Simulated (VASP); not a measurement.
Input of a VASP 6.6.1 run:

The input INCAR:

```
PREC = Accurate
ENCUT = 500
EDIFF = 1E-6
ISMEAR = 0
SIGMA = 0.1
LREAL = False
LASPH = True
NELM = 120
ALGO = Normal
ISIF = 2
LWAVE = False
LCHARG = False
GGA = PE
NBANDS = 13
GGA_COMPAT = False
```

File KPOINTS:

```
regular mesh
0
Gamma
  8 8 8
```

The input POSCAR:

```
W
1.0
   -1.6365553594      1.6365553594      1.6365553594
    1.6365553594     -1.6365553594      1.6365553594
    1.6365553594      1.6365553594     -1.6365553594
W
1
Direct
    0.0000000000      0.0000000000      0.0000000000
```

Potentials or basis: VASP PAW PBE potentials, release 64 (W_sv).

The run is started by

```sh
$ cat potpaw_PBE.64/W_sv/POTCAR > POTCAR
$ mpirun -np 1 vasp_std > vasp.out
```

**Question.** Predict the pressure.

**Answer.** -20.8 GPa.

**Question.** What does it give for the band gap on the k mesh?

**Answer.** Zero (band 7 reaches 14.52 eV, above the bottom of band 8 at 8.97 eV).

Caveat: spin-orbit coupling is left out, which moves the levels of the heavy elements.
